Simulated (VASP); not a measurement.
# K4Ru (Pm-3m) in VASP: notebook

Runs on K4Ru. Level: PBE. Tasks: relaxation of cell and atoms, single point.

Everything below comes from runs of VASP 6.6.1. Logs are shortened: lines on timing, memory, paths and dates and some standing lists are left out, and cuts for length are marked.

## Step 1: The cell of the first run

Symmetry: Pm-3m, No. 221, cubic system. The conventional cell has a = 6.553 Å, b = 6.553 Å, c = 6.553 Å, α = 90.00°, β = 90.00°, γ = 90.00°. Within 4.3 Å of K (site symmetry 4/mmm) lie 2 Ru at 3.28 Å. Within 4.3 Å of Ru (site symmetry m-3m) lie 6 K at 3.28 Å.

## Step 2: Relaxation of cell and atoms, PBE, collinear spin, ferromagnetic start

Input file INCAR:

```
PREC = Accurate
ENCUT = 500
EDIFF = 1E-7
ISMEAR = 0
SIGMA = 0.1
LREAL = False
LASPH = True
NELM = 200
ALGO = Normal
ISIF = 3
LWAVE = False
LCHARG = False
ISPIN = 2
MAGMOM = 0 0 0 0 2.18
LORBIT = 11
LMAXMIX = 4
GGA = PE
IBRION = 2
NSW = 100
EDIFFG = -0.01
GGA_COMPAT = False
NELMIN = 4
KPAR = 4
```

Input file KPOINTS:

```
regular mesh
0
Gamma
  6 6 6
```

Input file POSCAR:

```
K4Ru
1.0
    6.5531136051      0.0000000000      0.0000000000
    0.0000000000      6.5531136051      0.0000000000
    0.0000000000      0.0000000000      6.5531136051
K Ru
4 1
Direct
    0.0000000000      0.5000000000      0.5000000000
    0.5000000000      0.0000000000      0.5000000000
    0.5000000000      0.5000000000      0.0000000000
    0.0000000000      0.0000000000      0.0000000000
    0.5000000000      0.5000000000      0.5000000000
```

Potentials or basis: VASP PAW PBE potentials, release 64 (K_sv, Ru_pv).

Launch:

```bash
$ cat potpaw_PBE.64/K_sv/POTCAR potpaw_PBE.64/Ru_pv/POTCAR > POTCAR
$ mpirun -np 4 vasp_std > vasp.out
```

OUTCAR:

```text
PREC = Accurate
   ENCUT = 500
   EDIFF = 1E-7
   ISMEAR = 0
   LREAL = False
   LASPH = True
   NELM = 200
   ISIF = 3
   ISPIN = 2
   LORBIT = 11
   GGA = PE
   IBRION = 2
   NSW = 100
   EDIFFG = -0.01
   NELMIN = 4

 ion  position               nearest neighbor table
   1  0.000  0.500  0.500-   5 3.28   5 3.28
   2  0.500  0.000  0.500-   5 3.28   5 3.28
   3  0.500  0.500  0.000-   5 3.28   5 3.28
   4  0.000  0.000  0.000-
   5  0.500  0.500  0.500-   1 3.28   2 3.28   3 3.28   3 3.28   2 3.28   1 3.28

  LATTYP: Found a simple cubic cell.
 ALAT       =     6.5531136051

  Lattice vectors:

 A1 = (   6.5531136051,   0.0000000000,   0.0000000000)
 A2 = (   0.0000000000,   6.5531136051,   0.0000000000)
 A3 = (   0.0000000000,   0.0000000000,   6.5531136051)

Analysis of symmetry for initial positions (statically):
=====================================================================
 Subroutine PRICEL returns:
 Original cell was already a primitive cell.

 Routine SETGRP: Setting up the symmetry group for a
 simple cubic supercell.

 Subroutine GETGRP returns: Found 48 space group operations
 (whereof 48 operations were pure point group operations)
 out of a pool of 48 trial point group operations.

The static configuration has the point symmetry O_h .

Analysis of symmetry for dynamics (positions and initial velocities):
=====================================================================
 Subroutine PRICEL returns:
 Original cell was already a primitive cell.

 Routine SETGRP: Setting up the symmetry group for a
 simple cubic supercell.

 Subroutine GETGRP returns: Found 48 space group operations
 (whereof 48 operations were pure point group operations)
 out of a pool of 48 trial point group operations.

The dynamic configuration has the point symmetry O_h .

Analysis of structural, dynamic, and magnetic symmetry:
=====================================================================
 Subroutine PRICEL returns:
 Original cell was already a primitive cell.

 Routine SETGRP: Setting up the symmetry group for a
 simple cubic supercell.

 Subroutine GETGRP returns: Found 48 space group operations
 (whereof 48 operations were pure point group operations)
 out of a pool of 48 trial point group operations.

The overall configuration has the point symmetry O_h .

 Subroutine INISYM returns: Found 48 space group operations
 (whereof 48 operations are pure point group operations),
 and found     1 'primitive' translations

----------------------------------------------------------------------------------------

                                     Primitive cell

  volume of cell :     281.4123

  direct lattice vectors                    reciprocal lattice vectors
     6.553113605  0.000000000  0.000000000     0.152599216  0.000000000  0.000000000
     0.000000000  6.553113605  0.000000000     0.000000000  0.152599216  0.000000000
     0.000000000  0.000000000  6.553113605     0.000000000  0.000000000  0.152599216

  length of vectors
     6.553113605  6.553113605  6.553113605     0.152599216  0.152599216  0.152599216

  position of ions in fractional coordinates (direct lattice)
     0.000000000  0.500000000  0.500000000
     0.500000000  0.000000000  0.500000000
     0.500000000  0.500000000  0.000000000
     0.000000000  0.000000000  0.000000000
     0.500000000  0.500000000  0.500000000

  ion indices of the primitive-cell ions
   primitive index   ion index
                 1           1
                 2           2
                 3           3
                 4           4
                 5           5

----------------------------------------------------------------------------------------

 KPOINTS: regular mesh

Automatic generation of k-mesh.
 Grid dimensions read from file:
 generate k-points for:    6    6    6

 Generating k-lattice:

  Cartesian coordinates                     Fractional coordinates (reciprocal lattice)
     0.025433203  0.000000000  0.000000000     0.166666667  0.000000000  0.000000000
     0.000000000  0.025433203  0.000000000     0.000000000  0.166666667  0.000000000
     0.000000000  0.000000000  0.025433203     0.000000000  0.000000000  0.166666667

  Length of vectors
     0.025433203  0.025433203  0.025433203

  Shift w.r.t. Gamma in fractional coordinates (k-lattice)
     0.000000000  0.000000000  0.000000000

 Subroutine IBZKPT returns following result:
 ===========================================

 Found     20 irreducible k-points:

 Following reciprocal coordinates:
            Coordinates               Weight
  0.000000  0.000000  0.000000      1.000000
  0.166667  0.000000  0.000000      6.000000
  0.333333  0.000000  0.000000      6.000000
  0.500000  0.000000  0.000000      3.000000
  0.166667  0.166667  0.000000     12.000000
  0.333333  0.166667  0.000000     24.000000
[... 12 lines left out ...]
  0.500000  0.500000  0.333333      6.000000
  0.500000  0.500000  0.500000      1.000000
   k-points           NKPTS =     20   k-points in BZ     NKDIM =     20   number of bands    NBANDS=     31
   number of dos      NEDOS =    301   number of ions     NIONS =      5
   total plane-waves  NPLWV = 110592
   dimension x,y,z NGX =    48 NGY =   48 NGZ =   48
   dimension x,y,z NGXF=    96 NGYF=   96 NGZF=   96
   ions per type =               4   1
   NGX,Y,Z   is equivalent  to a cutoff of  12.18, 12.18, 12.18 a.u.
   NGXF,Y,Z  is equivalent  to a cutoff of  24.35, 24.35, 24.35 a.u.
 SYSTEM =  unknown system
   PREC   = accura    normal or accurate (medium, high low for compatibility)
   ISTART =      0    job   : 0-new  1-cont  2-samecut
   ICHARG =      2    charge: 1-file 2-atom 10-const
   ISPIN  =      2    spin polarized calculation?
   LNONCOLLINEAR =      F non collinear calculations
   LSORBIT =      F    spin-orbit coupling
   LASPH  =      T    aspherical Exc in radial PAW
   ENCUT  =  500.0 eV  36.75 Ry    6.06 a.u.  11.95 11.95 11.95*2*pi/ulx,y,z
   NELM   =    200;   NELMIN=  4; NELMDL= -5     # of ELM steps
   EDIFF  = 0.1E-06   stopping-criterion for ELM
   LREAL  =      F    real-space projection
   EDIFFG = -.1E-01   stopping-criterion for IOM
   NSW    =    100    number of steps for IOM
   IBRION =      2    ionic relax: 0-MD 1-quasi-New 2-CG
   NFREE  =      1    steps in history (QN), initial steepest desc. (CG)
   ISIF   =      3    stress and relaxation
   ISYM   =      2    0-nonsym 1-usesym 2-fastsym
   POTIM  = 0.5000    time-step for ionic-motion
   TEBEG  =    0.0;   TEEND  =   0.0 temperature during run
   PSTRESS=    0.0 pullay stress
   NELECT =      50.0000    total number of electrons
   NUPDOWN=      -1.0000    fix difference up-down
   EMIN   =  10.00;   EMAX   =-10.00  energy-range for DOS
   EFERMI =   0.00;   METHOD = LEGACY
   ISMEAR =     0;   SIGMA  =   0.10  broadening in eV -4-tet -1-fermi 0-gaus
   EFERMI_NEDOS =   21; number of points for ismear=-14 and -15
   IALGO  =     38    algorithm
   IMIX   =      4    mixing-type and parameters
     AMIX     =   0.40;   BMIX     =  1.00
     AMIX_MAG =   1.60;   BMIX_MAG =  1.00
  volume/ion in A,a.u.               =      56.28       379.81
  Fermi-wavevector in a.u.,A,eV,Ry     =   0.920345  1.739199 11.524600  0.847034
  Thomas-Fermi vector in A             =   2.045640
   LORBIT       =     11    0 simple, 1 ext, 2 COOP (PROOUT), +10 PAW based schemes
   GGA     = PE    functional components
   LHFCALC =     F    Hartree Fock is set to
   AEXX    =    0.0000 exact exchange contribution
   IVDW    =     0    specifies the selected vdW correction
   LEPSILON=     F    determine dielectric tensor
   LRPA    =     F    only Hartree local field effects (RPA)
 conjugate gradient relaxation of ions
 spin polarized calculation
 Gauss-broadening in eV      SIGMA  =   0.10
  energy-cutoff  :      500.00
  volume of cell :      281.41
 maximum number of plane-waves:      7208
 NGX is ok and might be reduce to    48
   NGX = 23   NGY = 23   NGZ = 23

 number of electron      50.0000009 magnetization       1.9957452

 Free energy of the ion-electron system (eV)
  ---------------------------------------------------
  ext. energy  EPLUGINS =         0.00000000
  ---------------------------------------------------
  free energy    TOTEN  =        -9.28632074 eV

  energy without entropy =       -9.26973485  energy(sigma->0) =       -9.27802779

 E-fermi :   0.3425     XC(G=0):  -6.2798

 val. band max:        0.3168211533   @ k =   0.1667   0.1667   0.0000
 cond. band min:       0.3716205087   @ k =   0.3333   0.3333   0.1667
 fundamental gap:      0.0547993554
 Fermi energy:         0.3424896543

 spin component 1

 k-point     1 :       0.0000    0.0000    0.0000
  band No.  band energies     occupation
      1     -41.8603      1.00000
      2     -41.8603      1.00000
      3     -41.8603      1.00000
      4     -31.9381      1.00000
      5     -31.0235      1.00000
      6     -31.0186      1.00000
[... 669 lines left out ...]
     30       1.5000      0.00000
     31       1.5000      0.00000
 Fermi energy:         0.3424896543

 spin component 2

 k-point     1 :       0.0000    0.0000    0.0000
  band No.  band energies     occupation
      1     -40.4674      1.00000
      2     -40.4674      1.00000
      3     -40.4671      1.00000
      4     -31.9394      1.00000
      5     -31.0204      1.00000
      6     -31.0155      1.00000
[... 669 lines left out ...]
     30       1.5344      0.00000
     31       1.5345      0.00000

------------------------ aborting loop because EDIFF is reached ----------------------------------------

  FORCE on cell =-STRESS in cart. coord.  units (eV):
  Direction    XX          YY          ZZ          XY          YZ          ZX
  --------------------------------------------------------------------------------------
  -------------------------------------------------------------------------------------
  Total        0.0125367      0.0125367      0.0125367      0.0000000      0.0000000      0.0000000
  in kB        0.0713759      0.0713759      0.0713759      0.0000000      0.0000000      0.0000000
  external PRESSURE =       0.0713759 kB  Pullay stress =       0.0000000 kB

 VOLUME and BASIS-vectors are now :
 -----------------------------------------------------------------------------
  energy-cutoff  :      500.00
  volume of cell :      281.41
      direct lattice vectors                 reciprocal lattice vectors
     6.553113605  0.000000000  0.000000000     0.152599216  0.000000000  0.000000000
     0.000000000  6.553113605  0.000000000     0.000000000  0.152599216  0.000000000
     0.000000000  0.000000000  6.553113605     0.000000000  0.000000000  0.152599216

 POSITION                                       TOTAL-FORCE (eV/Angst)
 -----------------------------------------------------------------------------------
      0.00000      3.27656      3.27656         0.000000      0.000000      0.000000
      3.27656      0.00000      3.27656         0.000000      0.000000      0.000000
      3.27656      3.27656      0.00000         0.000000      0.000000      0.000000
      0.00000      0.00000      0.00000         0.000000      0.000000      0.000000
      3.27656      3.27656      3.27656         0.000000      0.000000      0.000000
 -----------------------------------------------------------------------------------
    total drift:                                0.000000     -0.000000     -0.000000

  FREE ENERGIE OF THE ION-ELECTRON SYSTEM (eV)
  ---------------------------------------------------
  free  energy   TOTEN  =        -9.2863207357 eV

  energy  without entropy=       -9.2697348454  energy(sigma->0) =       -9.27802779

 reached required accuracy - stopping structural energy minimisation

 total charge

# of ion       s       p       d       tot
------------------------------------------
    1        1.975   5.560   0.026   7.561
    2        1.975   5.560   0.026   7.561
    3        1.975   5.560   0.026   7.561
    4        1.983   5.547   0.004   7.534
    5        0.345   5.980   6.105  12.430
--------------------------------------------------
tot          8.254  28.207   6.186  42.647

 magnetization (x)

# of ion       s       p       d       tot
------------------------------------------
    1       -0.001   0.003   0.001   0.003
    2       -0.001   0.003   0.001   0.003
    3       -0.001   0.003   0.001   0.003
    4        0.003  -0.004  -0.001  -0.001
    5        0.059   0.004   1.809   1.872
--------------------------------------------------
tot          0.059   0.010   1.811   1.880
```

It took 3.1 min on 4 MPI ranks of Intel Xeon Platinum 8488C (Sapphire Rapids), shared host; peak memory 0.55 GiB.

Results:

```yaml
Free_energy: -9.2863 eV
Pressure_after_relaxing: 0.0 GPa
Band_gap_on_the_k_mesh: zero (filled and empty bands overlap)
Net_moment: 2.00 μB per cell
Site_moments: K +0.00, -0.00; Ru +1.87 μB
Valence_electrons_inside_the_program's_atomic_spheres: K 7.56, 7.53; Ru 12.43
```

Final structure:
```
CELL_PARAMETERS angstrom
6.55311 0.00000 0.00000
0.00000 6.55311 0.00000
0.00000 0.00000 6.55311
ATOMIC_POSITIONS crystal
K 0.00000 0.50000 0.50000
K 0.50000 0.00000 0.50000
K 0.50000 0.50000 0.00000
K 0.00000 0.00000 0.00000
Ru 0.50000 0.50000 0.50000
```

Levels at points of the mesh, in eV from the Fermi level:
Spin up:
```tsv
k point	band 23	band 24	band 25	band 26	band 27	band 28	band 29	band 30
(0.00, 0.00, 0.00)	-1.20	-1.20	-1.20	-0.05	1.34	1.34	1.51	1.51
(0.50, 0.00, 0.00)	-1.19	-1.17	-1.17	-1.00	0.99	1.72	1.72	1.76
(0.50, 0.50, 0.00)	-1.21	-1.16	-1.16	-0.14	-0.14	0.16	1.98	2.51
(0.50, 0.50, 0.50)	-1.15	-1.15	-0.88	0.37	0.37	0.37	0.56	1.16
```
Spin down:
```tsv
k point	band 22	band 23	band 24	band 25	band 26	band 27
(0.00, 0.00, 0.00)	-0.51	-0.51	0.09	0.09	0.28	1.39
(0.50, 0.00, 0.00)	-0.49	-0.47	-0.47	0.16	0.47	1.16
(0.50, 0.50, 0.00)	-0.45	-0.45	-0.18	-0.18	0.36	0.39
(0.50, 0.50, 0.50)	-0.48	-0.40	0.38	0.38	0.38	0.54
```

Caveat: the relaxation stopped at its first step, so nothing moved.

## Step 3: Single point, PBE

This run uses another cell than the first one, of 34.90 Å³/atom, 0.620 times its volume.

Input file INCAR:

```
ALGO     = Normal         # electronic algorithm
EDIFF    = 1E-6           # SCF threshold, eV
ENCUT    = 520            # plane-wave cutoff, eV
GGA      = PE             # functional
ISIF     = 2              # what is computed and relaxed
ISMEAR   = 0              # smearing method
LASPH    = True           # aspherical terms in the spheres
LCHARG   = False          # write CHGCAR
LREAL    = False          # projectors in reciprocal space
LWAVE    = False          # write WAVECAR
NBANDS   = 33             # bands
NELM     = 60             # most SCF steps
PREC     = Accurate       # precision mode
SIGMA    = 0.1            # smearing width, eV
```

Input file KPOINTS:

```
k-points
0
Gamma
  4 4 4
```

POSCAR: that of step 2 with these lines changed.

```diff
@@ -2,5 +2,5 @@
 1.0
-    6.5531136051      0.0000000000      0.0000000000
-    0.0000000000      6.5531136051      0.0000000000
-    0.0000000000      0.0000000000      6.5531136051
+    5.5881139100      0.0000000000      0.0000000000
+    0.0000000000      5.5881139100      0.0000000000
+    0.0000000000      0.0000000000      5.5881139100
 K Ru
```

Potentials or basis: VASP PAW PBE potentials, release 64 (K_sv, Ru_pv).

Launch:

```bash
$ cat potpaw_PBE.64/K_sv/POTCAR potpaw_PBE.64/Ru_pv/POTCAR > POTCAR
$ mpirun -np 1 vasp_std > vasp.out
```

Wall time 99 s (1 thread of AMD EPYC 7R43 (Zen 3), shared host); peak memory 0.25 GiB.

Results (log left out):

```
Free energy            : -7.9211 eV
Pressure               : 5.0 GPa
Band gap on the k mesh : zero (band 25 reaches 2.45 eV, above the bottom of band 26 at 1.99 eV)
```

Levels at points of the mesh, in eV from the Fermi level:
| k point | band 23 | band 24 | band 25 | band 26 | band 27 | band 28 |
| --- | --- | --- | --- | --- | --- | --- |
| (0.00, 0.00, 0.00) | -1.13 | -0.92 | -0.92 | 0.33 | 0.99 | 0.99 |
| (0.50, 0.00, 0.00) | -0.89 | -0.89 | -0.87 | -0.07 | 1.40 | 1.55 |
| (0.50, 0.50, 0.00) | -0.86 | -0.03 | -0.03 | 0.05 | 0.12 | 0.66 |
| (0.50, 0.50, 0.50) | 0.06 | 0.06 | 0.39 | 0.39 | 0.39 | 0.53 |
